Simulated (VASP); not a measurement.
# Si2W (I4/mmm) in VASP: single point with PBEsol

Aim: the single point of Si2W with PBEsol.

All numbers are computed with VASP 6.6.1; they aren't measurements. Logs are shortened: lines on timing, memory, paths and dates and some standing lists are left out, and cuts for length are marked.

## Step 1: The cell of the first run

Symmetry: I4/mmm, No. 139, tetragonal system. Conventional cell: a = 3.215 Å, b = 3.215 Å, c = 7.802 Å, α = 90.00°, β = 90.00°, γ = 90.00°. Within 3.4 Å of Si (site symmetry 4mm) lie 9 Si at 2.57 to 3.21 Å and 5 W at 2.61 Å. Within 3.4 Å of W (site symmetry 4/mmm) lie 10 Si at 2.61 Å and 4 W at 3.21 Å.

## Step 2: Single point, PBEsol

Contents of POSCAR:

```
Si2W
1.0
   -1.6073666674      1.6073666674      3.9010319216
    1.6073666674     -1.6073666674      3.9010319216
    1.6073666674      1.6073666674     -3.9010319216
Si W
2 1
Direct
    0.3349898400      0.3349898400      0.0000000000
    0.6650101600      0.6650101600      0.0000000000
    0.0000000000      0.0000000000      0.0000000000
```

Contents of INCAR.step1:

```
PREC = Accurate
ENCUT = 520
EDIFF = 1E-7
ISMEAR = -1
SIGMA = 0.05
LREAL = F
LASPH = T
NELM = 60
ALGO = Normal
ISIF = 2
LWAVE = F
LCHARG = T
LMAXMIX = 4
GGA = PS
NBANDS = 18
```

Contents of KPOINTS.step1:

```
Automatic mesh
0
Gamma
  18 18 18
```

Contents of INCAR.step2:

```
PREC = Accurate
ENCUT = 520
EDIFF = 1E-7
ISMEAR = -5
SIGMA = 0.05
LREAL = F
LASPH = T
NELM = 60
ALGO = Normal
ISIF = 2
LWAVE = F
LCHARG = F
LMAXMIX = 4
GGA = PS
LORBIT = 11
NBANDS = 18
NEDOS = 1001
ICHARG = 11
```

Contents of KPOINTS.step2:

```
Automatic mesh
0
Gamma
  27 27 27
```

Potentials or basis: VASP PAW PBE potentials, release 64 (Si, W_sv).

On the command line:

```console
$ cat potpaw_PBE.64/Si/POTCAR potpaw_PBE.64/W_sv/POTCAR > POTCAR
$ cp INCAR.step1 INCAR
$ cp KPOINTS.step1 KPOINTS
$ mpirun -np 1 vasp_std > vasp.out
$ cp INCAR.step2 INCAR
$ cp KPOINTS.step2 KPOINTS
$ mpirun -np 1 vasp_std > vasp.out
```

OUTCAR:

```text
PREC = Accurate
   ENCUT = 520
   EDIFF = 1E-7
   ISMEAR = -5
   LREAL = F
   LASPH = T
   NELM = 60
   ISIF = 2
   GGA = PS
   LORBIT = 11
   ICHARG = 11

 ion  position               nearest neighbor table
   1  0.335  0.335  0.000-   2 2.57   3 2.61   3 2.61   3 2.61   3 2.61   3 2.61   2 2.63   2 2.63
                             2 2.63   2 2.63
   2  0.665  0.665  0.000-   1 2.57   3 2.61   3 2.61   3 2.61   3 2.61   3 2.61   1 2.63   1 2.63
                             1 2.63   1 2.63
   3  0.000  0.000  0.000-   2 2.61   1 2.61   2 2.61   1 2.61   2 2.61   1 2.61   1 2.61   2 2.61
                             1 2.61   2 2.61

  LATTYP: Found a body centered tetragonal cell.
 ALAT       =     3.2147333348
 C/A-ratio  =     2.4269707720

  Lattice vectors:

 A1 = (  -1.6073666674,   1.6073666674,   3.9010319216)
 A2 = (   1.6073666674,  -1.6073666674,   3.9010319216)
 A3 = (   1.6073666674,   1.6073666674,  -3.9010319216)

Analysis of symmetry for initial positions (statically):
=====================================================================
 Subroutine PRICEL returns:
 Original cell was already a primitive cell.

 Routine SETGRP: Setting up the symmetry group for a
 body centered tetragonal supercell.

 Subroutine GETGRP returns: Found 16 space group operations
 (whereof 16 operations were pure point group operations)
 out of a pool of 16 trial point group operations.

The static configuration has the point symmetry D_4h.

Analysis of symmetry for dynamics (positions and initial velocities):
=====================================================================
 Subroutine PRICEL returns:
 Original cell was already a primitive cell.

 Routine SETGRP: Setting up the symmetry group for a
 body centered tetragonal supercell.

 Subroutine GETGRP returns: Found 16 space group operations
 (whereof 16 operations were pure point group operations)
 out of a pool of 16 trial point group operations.

The dynamic configuration has the point symmetry D_4h.

 Subroutine INISYM returns: Found 16 space group operations
 (whereof 16 operations are pure point group operations),
 and found     1 'primitive' translations

----------------------------------------------------------------------------------------

                                     Primitive cell

  volume of cell :      40.3153

  direct lattice vectors                    reciprocal lattice vectors
    -1.607366667  1.607366667  3.901031922     0.000000000  0.311067792  0.128171215
     1.607366667 -1.607366667  3.901031922     0.311067792  0.000000000  0.128171215
     1.607366667  1.607366667 -3.901031922     0.311067792  0.311067792  0.000000000

  length of vectors
     4.515008888  4.515008888  4.515008888     0.336438748  0.336438748  0.439916290

  position of ions in fractional coordinates (direct lattice)
     0.334989840  0.334989840  0.000000000
     0.665010160  0.665010160  0.000000000
     0.000000000  0.000000000  0.000000000

  ion indices of the primitive-cell ions
   primitive index   ion index
                 1           1
                 2           2
                 3           3

----------------------------------------------------------------------------------------

 KPOINTS: Automatic mesh

Automatic generation of k-mesh.
 Grid dimensions read from file:
 generate k-points for:   27   27   27

 Generating k-lattice:

  Cartesian coordinates                     Fractional coordinates (reciprocal lattice)
     0.000000000  0.011521029  0.004747082     0.037037037 -0.000000000  0.000000000
     0.011521029  0.000000000  0.004747082    -0.000000000  0.037037037  0.000000000
     0.011521029  0.011521029  0.000000000     0.000000000  0.000000000  0.037037037

  Length of vectors
     0.012460694  0.012460694  0.016293196

  Shift w.r.t. Gamma in fractional coordinates (k-lattice)
     0.000000000  0.000000000  0.000000000

 TETIRR: Found  24933 inequivalent tetrahedra from   118098

 Subroutine IBZKPT returns following result:
 ===========================================

 Found   1470 irreducible k-points:

 Following reciprocal coordinates:
            Coordinates               Weight
  0.000000  0.000000  0.000000      1.000000
  0.037037  0.000000 -0.000000      8.000000
  0.074074  0.000000 -0.000000      8.000000
  0.111111  0.000000  0.000000      8.000000
  0.148148  0.000000 -0.000000      8.000000
  0.185185  0.000000  0.000000      8.000000
[... 16 lines left out ...]
  0.333333  0.037037 -0.000000     16.000000
  0.370370  0.037037 -0.000000     16.000000
 [... further k-points ...]
   k-points           NKPTS =   1470   k-points in BZ     NKDIM =   1470   number of bands    NBANDS=     18
   number of dos      NEDOS =   1001   number of ions     NIONS =      3
   total plane-waves  NPLWV =  46656
   dimension x,y,z NGX =    36 NGY =   36 NGZ =   36
   dimension x,y,z NGXF=    72 NGYF=   72 NGZF=   72
   ions per type =               2   1
   NGX,Y,Z   is equivalent  to a cutoff of  13.26, 13.26, 13.26 a.u.
   NGXF,Y,Z  is equivalent  to a cutoff of  26.51, 26.51, 26.51 a.u.
 SYSTEM =  unknown system
   PREC   = accura    normal or accurate (medium, high low for compatibility)
   ISTART =      0    job   : 0-new  1-cont  2-samecut
   ICHARG =     11    charge: 1-file 2-atom 10-const
   ISPIN  =      1    spin polarized calculation?
   LNONCOLLINEAR =      F non collinear calculations
   LSORBIT =      F    spin-orbit coupling
   LASPH  =      T    aspherical Exc in radial PAW
   ENCUT  =  520.0 eV  38.22 Ry    6.18 a.u.   8.39  8.39  8.39*2*pi/ulx,y,z
   NELM   =     60;   NELMIN=  2; NELMDL=  0     # of ELM steps
   EDIFF  = 0.1E-06   stopping-criterion for ELM
   LREAL  =      F    real-space projection
   EDIFFG = 0.1E-05   stopping-criterion for IOM
   NSW    =      0    number of steps for IOM
   IBRION =     -1    ionic relax: 0-MD 1-quasi-New 2-CG
   NFREE  =      0    steps in history (QN), initial steepest desc. (CG)
   ISIF   =      2    stress and relaxation
   ISYM   =      2    0-nonsym 1-usesym 2-fastsym
   POTIM  = 0.5000    time-step for ionic-motion
   TEBEG  =    0.0;   TEEND  =   0.0 temperature during run
   PSTRESS=    0.0 pullay stress
   NELECT =      22.0000    total number of electrons
   NUPDOWN=      -1.0000    fix difference up-down
   EMIN   =  10.00;   EMAX   =-10.00  energy-range for DOS
   EFERMI =   0.00;   METHOD = LEGACY
   ISMEAR =    -5;   SIGMA  =   0.05  broadening in eV -4-tet -1-fermi 0-gaus
   EFERMI_NEDOS =   21; number of points for ismear=-14 and -15
   IALGO  =     38    algorithm
   IMIX   =      4    mixing-type and parameters
     AMIX     =   0.40;   BMIX     =  1.00
     AMIX_MAG =   1.60;   BMIX_MAG =  1.00
  volume/ion in A,a.u.               =      13.44        90.69
  Fermi-wavevector in a.u.,A,eV,Ry     =   1.337804  2.528084 24.350624  1.789720
  Thomas-Fermi vector in A             =   2.466324
   LORBIT       =     11    0 simple, 1 ext, 2 COOP (PROOUT), +10 PAW based schemes
   GGA     = PS    functional components
   LHFCALC =     F    Hartree Fock is set to
   AEXX    =    0.0000 exact exchange contribution
   IVDW    =     0    specifies the selected vdW correction
   LEPSILON=     F    determine dielectric tensor
   LRPA    =     F    only Hartree local field effects (RPA)
 non-spin polarized calculation
 Fermi weights with tetrahedron method with Bloechl corrections
  energy-cutoff  :      520.00
  volume of cell :       40.32
 maximum number of plane-waves:      1114
 NGX is ok and might be reduce to    36

 number of electron      21.9999999 magnetization

 Free energy of the ion-electron system (eV)
  ---------------------------------------------------
  ext. energy  EPLUGINS =         0.00000000
  ---------------------------------------------------
  free energy    TOTEN  =       -26.63836468 eV

  energy without entropy =      -26.63836468  energy(sigma->0) =      -26.63836468

 E-fermi :  11.8785     XC(G=0): -12.6196

 val. band max:       11.8917641295   @ k =  -0.3333  -0.3704   0.2963
 cond. band min:      11.8801070915   @ k =  -0.3704  -0.4815   0.3704
 fundamental gap:     -0.0116570380
 Fermi energy:        11.8785336342

 k-point     1 :       0.0000    0.0000    0.0000
  band No.  band energies     occupation
      1     -61.8990      2.00000
      2     -26.1617      2.00000
      3     -26.1481      2.00000
      4     -26.1481      2.00000
      5      -2.1905      2.00000
      6       5.0224      2.00000
[... 10 lines left out ...]
     17      17.6528      0.00000
     18      17.6528      0.00000

 k-point     2 :       0.0370    0.0000   -0.0000
  band No.  band energies     occupation
      1     -61.8989      2.00000
      2     -26.1615      2.00000
      3     -26.1511      2.00000
      4     -26.1479      2.00000
      5      -2.1641      2.00000
      6       5.0253      2.00000
[... 10 lines left out ...]
     17      17.6525      0.00000
     18      17.7561      0.00000

 k-point     3 :       0.0741    0.0000   -0.0000
  band No.  band energies     occupation
      1     -61.8986      2.00000
      2     -26.1609      2.00000
      3     -26.1599      2.00000
      4     -26.1470      2.00000
      5      -2.0852      2.00000
      6       5.0323      2.00000
[... 412 lines left out ...]
 k-point    23 :       0.3333    0.0370   -0.0000
  band No.  band energies     occupation
      1     -61.8932      2.00000
      2     -26.3126      2.00000
      3     -26.1496      2.00000
      4     -26.1359      2.00000
      5      -0.1089      2.00000
      6       3.9761      2.00000
[... 10 lines left out ...]
     17      18.9746      0.00000
     18      20.5980      0.00000

 k-point    24 :       0.3704    0.0370   -0.0000
  band No.  band energies     occupation
      1     -61.8925      2.00000
      2     -26.3327      2.00000
      3     -26.1479      2.00000
      4     -26.1340      2.00000
      5       0.3228      2.00000
      6       3.5737      2.00000
[... 10 lines left out ...]
     17      18.8434      0.00000
     18      20.0814      0.00000

 [... further k-points ...]

------------------------ aborting loop because EDIFF is reached ----------------------------------------

  FORCE on cell =-STRESS in cart. coord.  units (eV):
  Direction    XX          YY          ZZ          XY          YZ          ZX
  --------------------------------------------------------------------------------------
  -------------------------------------------------------------------------------------
  Total       -0.3833898     -0.3833898      0.1714077      0.0000000      0.0000000      0.0000000
  in kB      -15.2363786    -15.2363786      6.8119494      0.0000000      0.0000000      0.0000000
  external PRESSURE =      -7.8869359 kB  Pullay stress =       0.0000000 kB

 VOLUME and BASIS-vectors are now :
 -----------------------------------------------------------------------------
  energy-cutoff  :      520.00
  volume of cell :       40.32
      direct lattice vectors                 reciprocal lattice vectors
    -1.607366667  1.607366667  3.901031922     0.000000000  0.311067792  0.128171215
     1.607366667 -1.607366667  3.901031922     0.311067792  0.000000000  0.128171215
     1.607366667  1.607366667 -3.901031922     0.311067792  0.311067792  0.000000000

 POSITION                                       TOTAL-FORCE (eV/Angst)
 -----------------------------------------------------------------------------------
      0.00000      0.00000      2.61361         0.000000      0.000000     -0.064653
      0.00000      0.00000      5.18845        -0.000000     -0.000000      0.064653
      0.00000      0.00000      0.00000         0.000000      0.000000      0.000000
 -----------------------------------------------------------------------------------
    total drift:                                0.000000      0.000000      0.000000

  FREE ENERGIE OF THE ION-ELECTRON SYSTEM (eV)
  ---------------------------------------------------
  free  energy   TOTEN  =       -26.6383646805 eV

  energy  without entropy=      -26.6383646805  energy(sigma->0) =      -26.63836468

 total charge

# of ion       s       p       d       tot
------------------------------------------
    1        0.736   0.892   0.000   1.629
    2        0.736   0.892   0.000   1.629
    3        2.318   6.310   3.619  12.247
--------------------------------------------------
tot          3.791   8.095   3.619  15.504
```

It took 9.9 min on 1 thread of Intel Xeon 6975P-C (Granite Rapids), shared host; peak memory 1.1 GiB.

Results:

```yaml
Valence_electrons_inside_the_program's_atomic_spheres: Si 1.63; W 12.25
```

Caveat: the PAW data sets were made with another functional, which shifts forces and pressure a little; spin-orbit coupling is left out, which moves the levels of the heavy elements; tetrahedron occupations give inexact forces and stress in metals.
